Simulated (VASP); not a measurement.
# Ge (Im-3m) in VASP: further runs

Runs on Ge. Level: PBEsol. Tasks: single point, relaxation of cell and atoms.

All numbers are computed with VASP 6.6.1; they aren't measurements. Logs are shortened: lines on timing, memory, paths and dates and some standing lists are left out, and cuts for length are marked.

## (1) The cell of the first run

The structure is cubic, space group Im-3m (No. 229). The conventional cell has a = 3.323 Å, b = 3.323 Å, c = 3.323 Å, α = 90.00°, β = 90.00°, γ = 90.00°. Within 3.8 Å of Ge (site symmetry m-3m) lie 14 Ge at 2.88 to 3.32 Å.

## (2) Single point, PBEsol

File INCAR:

```
  PREC = Accurate
  ENCUT = 500
  EDIFF = 1E-6
  ISMEAR = -1
  SIGMA = 0.08
  LREAL = False
  LASPH = True
  NELM = 120
  ALGO = Normal
  ISIF = 2
  LWAVE = False
  LCHARG = False
  GGA = PS
  NBANDS = 13
  GGA_COMPAT = False
```

File KPOINTS:

```
regular mesh
0
Gamma
  16 16 16
```

File POSCAR:

```
Ge
1.0
   -1.6614497616      1.6614497616      1.6614497616
    1.6614497616     -1.6614497616      1.6614497616
    1.6614497616      1.6614497616     -1.6614497616
Ge
1
Direct
    0.0000000000      0.0000000000      0.0000000000
```

Potentials or basis: VASP PAW PBE potentials, release 64 (Ge_d).

The run is started by

```sh
$ cat potpaw_PBE.64/Ge_d/POTCAR > POTCAR
$ mpirun -np 1 vasp_std > vasp.out
```

OUTCAR:

```text
PREC = Accurate
   ENCUT = 500
   EDIFF = 1E-6
   ISMEAR = -1
   LREAL = False
   LASPH = True
   NELM = 120
   ISIF = 2
   GGA = PS

 ion  position               nearest neighbor table
   1  0.000  0.000  0.000-

  LATTYP: Found a body centered cubic cell.
 ALAT       =     3.3228995232

  Lattice vectors:

 A1 = (  -1.6614497616,   1.6614497616,   1.6614497616)
 A2 = (   1.6614497616,  -1.6614497616,   1.6614497616)
 A3 = (   1.6614497616,   1.6614497616,  -1.6614497616)

Analysis of symmetry for initial positions (statically):
=====================================================================
 Subroutine PRICEL returns:
 Original cell was already a primitive cell.

 Routine SETGRP: Setting up the symmetry group for a
 body centered cubic supercell.

 Subroutine GETGRP returns: Found 48 space group operations
 (whereof 48 operations were pure point group operations)
 out of a pool of 48 trial point group operations.

The static configuration has the point symmetry O_h .

Analysis of symmetry for dynamics (positions and initial velocities):
=====================================================================
 Subroutine PRICEL returns:
 Original cell was already a primitive cell.

 Routine SETGRP: Setting up the symmetry group for a
 body centered cubic supercell.

 Subroutine GETGRP returns: Found 48 space group operations
 (whereof 48 operations were pure point group operations)
 out of a pool of 48 trial point group operations.

The dynamic configuration has the point symmetry O_h .

 Subroutine INISYM returns: Found 48 space group operations
 (whereof 48 operations are pure point group operations),
 and found     1 'primitive' translations

----------------------------------------------------------------------------------------

                                     Primitive cell

  volume of cell :      18.3452

  direct lattice vectors                    reciprocal lattice vectors
    -1.661449762  1.661449762  1.661449762     0.000000000  0.300941991  0.300941991
     1.661449762 -1.661449762  1.661449762     0.300941991  0.000000000  0.300941991
     1.661449762  1.661449762 -1.661449762     0.300941991  0.300941991  0.000000000

  length of vectors
     2.877715401  2.877715401  2.877715401     0.425596246  0.425596246  0.425596246

  position of ions in fractional coordinates (direct lattice)
     0.000000000  0.000000000  0.000000000

  ion indices of the primitive-cell ions
   primitive index   ion index
                 1           1

----------------------------------------------------------------------------------------

 KPOINTS: regular mesh

Automatic generation of k-mesh.
 Grid dimensions read from file:
 generate k-points for:   16   16   16

 Generating k-lattice:

  Cartesian coordinates                     Fractional coordinates (reciprocal lattice)
     0.000000000  0.018808874  0.018808874     0.062500000  0.000000000  0.000000000
     0.018808874  0.000000000  0.018808874     0.000000000  0.062500000  0.000000000
     0.018808874  0.018808874  0.000000000     0.000000000  0.000000000  0.062500000

  Length of vectors
     0.026599765  0.026599765  0.026599765

  Shift w.r.t. Gamma in fractional coordinates (k-lattice)
     0.000000000  0.000000000  0.000000000

 Subroutine IBZKPT returns following result:
 ===========================================

 Found    145 irreducible k-points:

 Following reciprocal coordinates:
            Coordinates               Weight
  0.000000  0.000000  0.000000      1.000000
  0.062500  0.000000  0.000000     12.000000
  0.125000  0.000000  0.000000     12.000000
  0.187500  0.000000  0.000000     12.000000
  0.250000  0.000000  0.000000     12.000000
  0.312500  0.000000  0.000000     12.000000
[... 16 lines left out ...]
  0.187500  0.187500  0.000000     24.000000
  0.250000  0.187500  0.000000     48.000000
 [... further k-points ...]
   k-points           NKPTS =    145   k-points in BZ     NKDIM =    145   number of bands    NBANDS=     13
   number of dos      NEDOS =    301   number of ions     NIONS =      1
   total plane-waves  NPLWV =  13824
   dimension x,y,z NGX =    24 NGY =   24 NGZ =   24
   dimension x,y,z NGXF=    48 NGYF=   48 NGZF=   48
   ions per type =               1
   NGX,Y,Z   is equivalent  to a cutoff of  13.86, 13.86, 13.86 a.u.
   NGXF,Y,Z  is equivalent  to a cutoff of  27.73, 27.73, 27.73 a.u.
 SYSTEM =  unknown system
   PREC   = accura    normal or accurate (medium, high low for compatibility)
   ISTART =      0    job   : 0-new  1-cont  2-samecut
   ICHARG =      2    charge: 1-file 2-atom 10-const
   ISPIN  =      1    spin polarized calculation?
   LNONCOLLINEAR =      F non collinear calculations
   LSORBIT =      F    spin-orbit coupling
   LASPH  =      T    aspherical Exc in radial PAW
   ENCUT  =  500.0 eV  36.75 Ry    6.06 a.u.   5.25  5.25  5.25*2*pi/ulx,y,z
   NELM   =    120;   NELMIN=  2; NELMDL= -5     # of ELM steps
   EDIFF  = 0.1E-05   stopping-criterion for ELM
   LREAL  =      F    real-space projection
   EDIFFG = 0.1E-04   stopping-criterion for IOM
   NSW    =      0    number of steps for IOM
   IBRION =     -1    ionic relax: 0-MD 1-quasi-New 2-CG
   NFREE  =      0    steps in history (QN), initial steepest desc. (CG)
   ISIF   =      2    stress and relaxation
   ISYM   =      2    0-nonsym 1-usesym 2-fastsym
   POTIM  = 0.5000    time-step for ionic-motion
   TEBEG  =    0.0;   TEEND  =   0.0 temperature during run
   PSTRESS=    0.0 pullay stress
   NELECT =      14.0000    total number of electrons
   NUPDOWN=      -1.0000    fix difference up-down
   EMIN   =  10.00;   EMAX   =-10.00  energy-range for DOS
   EFERMI =   0.00;   METHOD = LEGACY
   ISMEAR =    -1;   SIGMA  =   0.08  broadening in eV -4-tet -1-fermi 0-gaus
   EFERMI_NEDOS =   21; number of points for ismear=-14 and -15
   IALGO  =     38    algorithm
   IMIX   =      4    mixing-type and parameters
     AMIX     =   0.40;   BMIX     =  1.00
     AMIX_MAG =   1.60;   BMIX_MAG =  1.00
  volume/ion in A,a.u.               =      18.35       123.80
  Fermi-wavevector in a.u.,A,eV,Ry     =   1.496041  2.827108 30.451744  2.238140
  Thomas-Fermi vector in A             =   2.608109
   LORBIT       =      0    0 simple, 1 ext, 2 COOP (PROOUT), +10 PAW based schemes
   GGA     = PS    functional components
   LHFCALC =     F    Hartree Fock is set to
   AEXX    =    0.0000 exact exchange contribution
   IVDW    =     0    specifies the selected vdW correction
   LEPSILON=     F    determine dielectric tensor
   LRPA    =     F    only Hartree local field effects (RPA)
 non-spin polarized calculation
  energy-cutoff  :      500.00
  volume of cell :       18.35
 maximum number of plane-waves:       476
 NGX is ok and might be reduce to    24
   NGX = 11   NGY = 11   NGZ = 11

 number of electron      14.0000012 magnetization

 Free energy of the ion-electron system (eV)
  ---------------------------------------------------
  ext. energy  EPLUGINS =         0.00000000
  ---------------------------------------------------
  free energy    TOTEN  =        -4.65679088 eV

  energy without entropy =       -4.64376251  energy(sigma->0) =       -4.65027670

 E-fermi :   6.9074     XC(G=0): -11.5811

 val. band max:        6.8958307183   @ k =   0.5000   0.5000   0.3750
 cond. band min:       6.9455763066   @ k =  -0.2500   0.3750   0.1250
 fundamental gap:      0.0497455883
 Fermi energy:         6.9073668065

 k-point     1 :       0.0000    0.0000    0.0000
  band No.  band energies     occupation
      1     -17.7259      2.00000
      2     -17.7259      2.00000
      3     -17.7259      2.00000
      4     -17.6315      2.00000
      5     -17.6315      2.00000
      6      -6.4555      2.00000
      7      16.3934      0.00000
      8      16.3934      0.00000
      9      16.3934      0.00000
     10      22.1299      0.00000
     11      22.1299      0.00000
     12      22.1299      0.00000
     13      24.0429      0.00000

 k-point     2 :       0.0625    0.0000    0.0000
  band No.  band energies     occupation
      1     -17.7271      2.00000
      2     -17.7242      2.00000
      3     -17.7202      2.00000
      4     -17.6329      2.00000
      5     -17.6316      2.00000
      6      -6.3499      2.00000
      7      15.5400      0.00000
      8      15.9791      0.00000
      9      16.2825      0.00000
     10      21.3320      0.00000
     11      21.3960      0.00000
     12      22.7388      0.00000
     13      23.2380      0.00000

 k-point     3 :       0.1250    0.0000    0.0000
  band No.  band energies     occupation
      1     -17.7308      2.00000
      2     -17.7198      2.00000
      3     -17.7041      2.00000
      4     -17.6366      2.00000
      5     -17.6320      2.00000
      6      -6.0331      2.00000
      7      13.5610      0.00000
      8      15.0715      0.00000
      9      15.9653      0.00000
     10      20.0817      0.00000
     11      20.1718      0.00000
     12      22.7767      0.00000
     13      23.6372      0.00000

 k-point     4 :       0.1875    0.0000    0.0000
  band No.  band energies     occupation
      1     -17.7362      2.00000
      2     -17.7147      2.00000
      3     -17.6798      2.00000
      4     -17.6411      2.00000
      5     -17.6325      2.00000
      6      -5.5051      2.00000
      7      11.2030      0.00000
      8      14.0770      0.00000
      9      15.5008      0.00000
     10      18.9815      0.00000
     11      19.1347      0.00000
     12      22.7830      0.00000
     13      24.1867      0.00000

 k-point     5 :       0.2500    0.0000    0.0000
  band No.  band energies     occupation
      1     -17.7426      2.00000
      2     -17.7115      2.00000
      3     -17.6510      2.00000
      4     -17.6441      2.00000
      5     -17.6331      2.00000
      6      -4.7672      2.00000
      7       8.8088      0.00000
      8      13.1728      0.00000
      9      14.9842      0.00000
     10      18.1112      0.00000
     11      18.2753      0.00000
     12      23.1943      0.00000
     13      24.8763      0.00000
[... 257 lines left out ...]
 k-point    22 :       0.4375    0.1250    0.0000
  band No.  band energies     occupation
      1     -17.7503      2.00000
      2     -17.7116      2.00000
      3     -17.6389      2.00000
      4     -17.6373      2.00000
      5     -17.5845      2.00000
      6      -0.2864      2.00000
      7       1.7926      2.00000
      8       9.2324      0.00000
      9      12.5859      0.00000
     10      17.5495      0.00000
     11      20.1869      0.00000
     12      25.2062      0.00000
     13      26.2629      0.00000

 k-point    23 :       0.1875    0.1875    0.0000
  band No.  band energies     occupation
      1     -17.7374      2.00000
      2     -17.7086      2.00000
      3     -17.6479      2.00000
      4     -17.6388      2.00000
      5     -17.6230      2.00000
      6      -3.6153      2.00000
      7       7.5388      0.00075
      8       9.3853      0.00000
      9      13.2968      0.00000
     10      19.0652      0.00000
     11      20.1418      0.00000
     12      24.0270      0.00000
     13      25.7746      0.00000

 k-point    24 :       0.2500    0.1875    0.0000
  band No.  band energies     occupation
      1     -17.7398      2.00000
      2     -17.7034      2.00000
      3     -17.6462      2.00000
      4     -17.6405      2.00000
      5     -17.6093      2.00000
      6      -2.5840      2.00000
      7       5.8451      2.00000
      8       8.2700      0.00000
      9      12.7849      0.00000
     10      18.8993      0.00000
     11      20.6428      0.00000
     12      24.2186      0.00000
     13      27.2702      0.00000

 [... further k-points ...]

------------------------ aborting loop because EDIFF is reached ----------------------------------------

  FORCE on cell =-STRESS in cart. coord.  units (eV):
  Direction    XX          YY          ZZ          XY          YZ          ZX
  --------------------------------------------------------------------------------------
  -------------------------------------------------------------------------------------
  Total       -0.0176834     -0.0176834     -0.0176834     -0.0000000      0.0000000      0.0000000
  in kB       -1.5443841     -1.5443841     -1.5443841     -0.0000000      0.0000000      0.0000000
  external PRESSURE =      -1.5443841 kB  Pullay stress =       0.0000000 kB

 VOLUME and BASIS-vectors are now :
 -----------------------------------------------------------------------------
  energy-cutoff  :      500.00
  volume of cell :       18.35
      direct lattice vectors                 reciprocal lattice vectors
    -1.661449762  1.661449762  1.661449762     0.000000000  0.300941991  0.300941991
     1.661449762 -1.661449762  1.661449762     0.300941991  0.000000000  0.300941991
     1.661449762  1.661449762 -1.661449762     0.300941991  0.300941991  0.000000000

 POSITION                                       TOTAL-FORCE (eV/Angst)
 -----------------------------------------------------------------------------------
      0.00000      0.00000      0.00000         0.000000     -0.000000     -0.000000
 -----------------------------------------------------------------------------------
    total drift:                                0.000000      0.000000      0.000000

  FREE ENERGIE OF THE ION-ELECTRON SYSTEM (eV)
  ---------------------------------------------------
  free  energy   TOTEN  =        -4.6567908844 eV

  energy  without entropy=       -4.6437625090  energy(sigma->0) =       -4.65027670
```

Wall time 33 s (1 thread of Intel Xeon 8259CL, shared host); peak memory 0.16 GiB.

Results:

```
Free energy            : -4.6568 eV
Pressure               : -0.2 GPa
Band gap on the k mesh : zero (band 7 reaches 16.39 eV, above the bottom of band 8 at 3.90 eV)
```

Caveat: the PAW data sets were made with another functional, which shifts forces and pressure a little.

## (3) Relaxation of cell and atoms, PBEsol

This run uses another cell than the first one, of 19.00 Å³/atom, 1.036 times its volume.

File INCAR:

```
  PREC = Accurate
  ENCUT = 500
  EDIFF = 1E-7
  ISMEAR = -1
  SIGMA = 0.08
  LREAL = F
  LASPH = T
  NELM = 120
  ALGO = Normal
  ISIF = 3
  LWAVE = F
  LCHARG = F
  GGA = PS
  IBRION = 2
  NSW = 60
  EDIFFG = -0.005
  GGA_COMPAT = F
  NELMIN = 4
```

KPOINTS is that of step 2.

File POSCAR:

```
Ge
1.0
   -1.6809877034      1.6809877034      1.6809877034
    1.6809877034     -1.6809877034      1.6809877034
    1.6809877034      1.6809877034     -1.6809877034
Ge
1
Direct
    0.0000000000      0.0000000000      0.0000000000
```

Potentials or basis: VASP PAW PBE potentials, release 64 (Ge_d).

The run is started by

```sh
$ cat potpaw_PBE.64/Ge_d/POTCAR > POTCAR
$ mpirun -np 1 vasp_std > vasp.out
```

OUTCAR:

```text
PREC = Accurate
   ENCUT = 500
   EDIFF = 1E-7
   ISMEAR = -1
   LREAL = F
   LASPH = T
   NELM = 120
   ISIF = 3
   GGA = PS
   IBRION = 2
   NSW = 60
   EDIFFG = -0.005
   NELMIN = 4

 ion  position               nearest neighbor table
   1  0.000  0.000  0.000-

  LATTYP: Found a body centered cubic cell.
 ALAT       =     3.3619754068

  Lattice vectors:

 A1 = (  -1.6809877034,   1.6809877034,   1.6809877034)
 A2 = (   1.6809877034,  -1.6809877034,   1.6809877034)
 A3 = (   1.6809877034,   1.6809877034,  -1.6809877034)

Analysis of symmetry for initial positions (statically):
=====================================================================
 Subroutine PRICEL returns:
 Original cell was already a primitive cell.

 Routine SETGRP: Setting up the symmetry group for a
 body centered cubic supercell.

 Subroutine GETGRP returns: Found 48 space group operations
 (whereof 48 operations were pure point group operations)
 out of a pool of 48 trial point group operations.

The static configuration has the point symmetry O_h .

Analysis of symmetry for dynamics (positions and initial velocities):
=====================================================================
 Subroutine PRICEL returns:
 Original cell was already a primitive cell.

 Routine SETGRP: Setting up the symmetry group for a
 body centered cubic supercell.

 Subroutine GETGRP returns: Found 48 space group operations
[... 255 lines left out ...]
 number of electron      14.0000012 magnetization

 Free energy of the ion-electron system (eV)
  ---------------------------------------------------
  ext. energy  EPLUGINS =         0.00000000
  ---------------------------------------------------
  free energy    TOTEN  =        -4.65721508 eV

  energy without entropy =       -4.64418419  energy(sigma->0) =       -4.65069963

 E-fermi :   6.9090     XC(G=0): -11.5818

 val. band max:        6.8973626690   @ k =   0.5000   0.5000   0.3750
 cond. band min:       6.9474699448   @ k =  -0.2500   0.3750   0.1250
 fundamental gap:      0.0501072758
 Fermi energy:         6.9089968137

 k-point     1 :       0.0000    0.0000    0.0000
  band No.  band energies     occupation
      1     -17.7241      2.00000
      2     -17.7241      2.00000
      3     -17.7240      2.00000
      4     -17.6296      2.00000
      5     -17.6296      2.00000
      6      -6.4550      2.00000
      7      16.3966      0.00000
      8      16.3966      0.00000
      9      16.3966      0.00000
     10      22.1326      0.00000
     11      22.1326      0.00000
[... 309 lines left out ...]
 k-point    24 :       0.2500    0.1875   -0.0000
  band No.  band energies     occupation
      1     -17.7381      2.00000
      2     -17.7017      2.00000
      3     -17.6444      2.00000
      4     -17.6387      2.00000
      5     -17.6075      2.00000
      6      -2.5831      2.00000
      7       5.8468      2.00000
      8       8.2716      0.00000
      9      12.7871      0.00000
     10      18.9021      0.00000
     11      20.6455      0.00000

 [... further k-points ...]

------------------------ aborting loop because EDIFF is reached ----------------------------------------

  FORCE on cell =-STRESS in cart. coord.  units (eV):
  Direction    XX          YY          ZZ          XY          YZ          ZX
  --------------------------------------------------------------------------------------
  -------------------------------------------------------------------------------------
  Total       -0.0011291     -0.0011291     -0.0011291      0.0000000      0.0000000      0.0000000
  in kB       -0.0986220     -0.0986220     -0.0986220      0.0000000      0.0000000      0.0000000
  external PRESSURE =      -0.0986220 kB  Pullay stress =       0.0000000 kB
[... 16 lines left out ...]
  FREE ENERGIE OF THE ION-ELECTRON SYSTEM (eV)
  ---------------------------------------------------
  free  energy   TOTEN  =        -4.6572150810 eV

  energy  without entropy=       -4.6441841878  energy(sigma->0) =       -4.65069963

 reached required accuracy - stopping structural energy minimisation
```

OSZICAR:

```text
N       E                     dE             d eps       ncg     rms          rms(c)
DAV:   1     0.508631238871E+02    0.50863E+02   -0.74640E+03  3350   0.341E+03
DAV:   2    -0.897653604619E+00   -0.51761E+02   -0.50202E+02  3267   0.373E+02
DAV:   3    -0.461818115380E+01   -0.37205E+01   -0.36905E+01  3662   0.665E+01
DAV:   4    -0.467139568741E+01   -0.53215E-01   -0.53202E-01  3495   0.885E+00
[... 27 lines left out ...]
DAV:   1    -0.465731799991E+01   -0.10451E-03   -0.12864E-03  3670   0.921E-01    0.595E-02
DAV:   2    -0.465724088706E+01    0.77113E-04   -0.86762E-05  3628   0.245E-01    0.295E-02
DAV:   3    -0.465721709094E+01    0.23796E-04   -0.33167E-05  3644   0.131E-01    0.588E-03
DAV:   4    -0.465721511797E+01    0.19730E-05   -0.26906E-06  3640   0.414E-02    0.147E-03
DAV:   5    -0.465721508101E+01    0.36964E-07   -0.20539E-08  1874   0.307E-03
   4 F= -.46572151E+01 E0= -.46506996E+01  d E =-.515300E-02
```

It took 86 s on 1 thread of Intel Xeon 8259CL, shared host; peak memory 0.16 GiB.

What came out:

* Free energy: -4.6572 eV
* Relaxed volume: 18.34 Å³/atom
* Relaxed cell: a = 2.878 Å, b = 2.878 Å, c = 2.878 Å, α = 109.47°, β = 109.47°, γ = 109.47°
* Space group after relaxing (to 0.05 Å): Im-3m (No. 229)
* Energy gained by relaxing: 5.2 meV/atom
* Ionic steps: 4
* Pressure after relaxing: 0.0 GPa
* Band gap on the k mesh: zero (band 7 reaches 16.40 eV, above the bottom of band 8 at 3.90 eV)

The path:
| step | energy change (eV) | largest force (eV/Å) | pressure (GPa) | volume (Å³) |
| --- | --- | --- | --- | --- |
| 1 | 0.0000 | 0.0000 | -2.41 | 19.00 |
| 2 | -0.0050 | 0.0000 | 0.39 | 18.22 |
| 3 | -0.0052 | 0.0000 | 0.06 | 18.33 |
| 4 | -0.0052 | 0.0000 | -0.01 | 18.34 |

Final structure:
```xyz
1
Lattice="-1.6614 1.6614 1.6614 1.6614 -1.6614 1.6614 1.6614 1.6614 -1.6614" Properties=species:S:1:pos:R:3 pbc="T T T"
Ge    0.0000    0.0000    0.0000
```

Caveat: the PAW data sets were made with another functional, which shifts forces and pressure a little.
